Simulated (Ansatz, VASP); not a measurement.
# One calculation of Ti, two programs

```xyz
1
Lattice="-1.4301 1.4301 2.0221 1.4301 -1.4301 2.0221 1.4301 1.4301 -2.0221" Properties=species:S:1:pos:R:3 pbc="T T T"
Ti    0.0000    0.0000    0.0000
```

Alike in both runs: task single point; functional PBEsol; k mesh 28 × 28 × 28; occupations gaussian, width 0.15 eV; no spin polarisation.

|  | VASP | Ansatz |
| --- | --- | --- |
| version | VASP 6.6.1 | Ansatz 0.2.0 |
| potentials or method | VASP PAW PBE potentials, release 64 (Ti_sv), cutoff 520 eV | scalar-relativistic, plane waves, PAW |
| valence electrons in the cell | 12 | 12 |

Ansatz gave:

```
gap on the k mesh at the Fermi level (eV) : none
pressure (GPa)                            : 1.0
```

Which values does VASP return?

gap on the k mesh at the Fermi level (eV): none; pressure (GPa): 0.8.

VASP's potentials were made for PBE, not for PBEsol. A gap of «none» marks a metal or a gap that the smearing closes. The functional is the same, so the differences come from potentials, cutoffs and numerics.
